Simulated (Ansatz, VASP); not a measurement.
**Al3Si2B in VASP and in Ansatz**

```
CELL_PARAMETERS angstrom
0.00000 4.61368 5.16577
2.37111 0.00000 5.16577
2.37111 4.61368 0.00000
ATOMIC_POSITIONS crystal
Al 0.20335 0.20335 0.79665
Al 0.79665 0.79665 0.20335
Al 0.50000 0.50000 0.50000
Si 0.78815 0.21185 0.78815
Si 0.21185 0.78815 0.21185
B 0.00000 0.00000 0.00000
```

Alike in both runs: functional PBE; k mesh 10 × 10 × 10; occupations gaussian, width 0.1 eV; no spin polarisation.

Ansatz relaxed the structure, and its values are those at the end. VASP's run is a single point on that final structure, the one shown.

```csv
,VASP,Ansatz
version,VASP 6.6.1,Ansatz 0.2.0
potentials or method,"VASP PAW PBE potentials, release 64 (Al, Si, B), cutoff 520 eV","scalar-relativistic, plane waves, PAW"
valence electrons in the cell,20,20
```

```tsv
	VASP	Ansatz	Ansatz less VASP
gap on the k mesh at the Fermi level (eV)	none	none	-
pressure (GPa)	-0.1	0.0	+0.04
rms of the force components (eV/Å)	0.005	0.001	-0.0033
```

A gap of «none» marks a metal or a gap that the smearing closes. The functional is the same, so the differences come from potentials, cutoffs and numerics.
